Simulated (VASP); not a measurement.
Wanted: the native input for a VASP 6.6.1 run.

```
Task                   : single point
Functional             : PBE
Dispersion             : D3(BJ)
Potentials or basis    : VASP PAW PBE potentials, release 64 (Bi_d, Se)
Cutoff                 : 520 eV
k mesh                 : 8 × 8 × 8
Occupations            : fermi-dirac, width 0.05 eV
Spin                   : no spin polarisation
Dipole correction      : no
Further INCAR settings : ALGO = Normal; EDIFF = 1e-06; NBANDS = 32
```

The structure of Bi2Se3 lies in POSCAR:

```
Bi2Se3
1.0
    2.0715000000      1.1959810826      9.5453333333
   -2.0715000000      1.1959810826      9.5453333333
    0.0000000000     -2.3919621653      9.5453333333
Bi Se
2 3
Direct
    0.5992000000      0.5992000000      0.5992000000
    0.4008000000      0.4008000000      0.4008000000
    0.7883000000      0.7883000000      0.7883000000
    0.2117000000      0.2117000000      0.2117000000
    0.0000000000      0.0000000000      0.0000000000
```

These files were run (other wordings do the same):

INCAR

```
PREC = Accurate ; ENCUT = 520
EDIFF = 1E-6 ; ISMEAR = -1
SIGMA = 0.05 ; LREAL = False
LASPH = True ; NELM = 60
ALGO = Normal ; ISIF = 2
LWAVE = False ; LCHARG = False
GGA = PE ; IVDW = 12
NBANDS = 32
```

KPOINTS

```
Automatic mesh
0
Gamma
  8 8 8
```

Potentials or basis: VASP PAW PBE potentials, release 64 (Bi_d, Se).

Launch:

```console
$ cat potpaw_PBE.64/Bi_d/POTCAR potpaw_PBE.64/Se/POTCAR > POTCAR
$ mpirun -np 1 vasp_std > vasp.out
```

It gave:

- Pressure: 0.2 GPa
- Largest force: 0.176 eV/Å
- Band gap on the k mesh: 0.21 eV
- Dispersion energy per atom: -0.400 eV

Caveat: spin-orbit coupling is left out, which moves the levels of the heavy elements.

Wall time 18 min on 1 thread of Intel(R) Xeon(R) 6975P-C (Granite Rapids) (shared host), peak memory 1 GiB.
